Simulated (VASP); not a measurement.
**Cu: single point with PBE**

Crystal: Cu.

```
CELL_PARAMETERS angstrom
0.00000 1.85269 1.85269
1.85269 0.00000 1.85269
1.85269 1.85269 0.00000
ATOMIC_POSITIONS crystal
Cu 0.00000 0.00000 0.00000
```

This cell differs from its parent crystal: strain +0.025 along x and y, +0.025 along z.

| Quantity | Value |
| --- | --- |
| Program | VASP 6.6.1 |
| Task | single point |
| Functional | PBE |
| Potentials or basis | VASP PAW PBE potentials, release 64 (Cu) |
| Cutoff | 520 eV |
| k mesh | 22 × 22 × 22 |
| Occupations | gaussian, width 0.15 eV |
| Spin | no spin polarisation |
| Dipole correction | no |
| Further INCAR settings | ALGO = Normal; EDIFF = 1e-06; NBANDS = 12 |

The pressure is -6.9 GPa and the band gap on the k mesh is zero (an odd number of electrons rules out a gap without spin polarisation).

Levels at points of the mesh, in eV from the Fermi level:
| k point | band 4 | band 5 | band 6 | band 7 | band 8 | band 9 |
| --- | --- | --- | --- | --- | --- | --- |
| (0.00, 0.00, 0.00) | -2.80 | -2.07 | -2.07 | 22.00 | 24.08 | 24.08 |
| (0.50, 0.00, 0.00) | -1.56 | -1.56 | -0.78 | 3.40 | 20.53 | 20.95 |
| (0.50, 0.50, 0.00) | -1.44 | -1.44 | 1.56 | 6.62 | 12.53 | 12.53 |

It took 67 s on 1 thread of AMD EPYC 7R13, with other jobs on the host, peak memory 0.13 GiB.

Caveat: the cell differs from its parent crystal (strain +0.025 along x and y, +0.025 along z); the cell stands under tension.
